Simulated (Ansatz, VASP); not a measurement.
One calculation of Cr, two programs

```
CELL_PARAMETERS angstrom
-1.39425 1.39425 1.39425
1.39425 -1.39425 1.39425
1.39425 1.39425 -1.39425
ATOMIC_POSITIONS crystal
Cr 0.00000 0.00000 0.00000
```

Alike in both runs: task single point; functional LDA; k mesh 16 × 16 × 16; occupations gaussian, width 0.03 eV; no spin polarisation.

|  | VASP | Ansatz |
| --- | --- | --- |
| version | VASP 6.6.1 | Ansatz 0.2.0 |
| potentials or method | VASP PAW LDA potentials, release 64 (Cr_pv), cutoff 500 eV | plane waves (420 eV) with PAW, scalar-relativistic |
| valence electrons in the cell | 12 | 14 |

|  | VASP | Ansatz | Ansatz less VASP |
| --- | --- | --- | --- |
| pressure (GPa) | 0.0 | 0.0 | +0.03 |

Ansatz warns that its potentials were made for another functional, while VASP's fit it. LDA's correlation is that of Perdew and Zunger in VASP and of Perdew and Wang (1992) in Ansatz. VASP's potentials hold 12 valence electrons a cell and Ansatz's 14, so a difference there can come from the potentials and not from the codes.
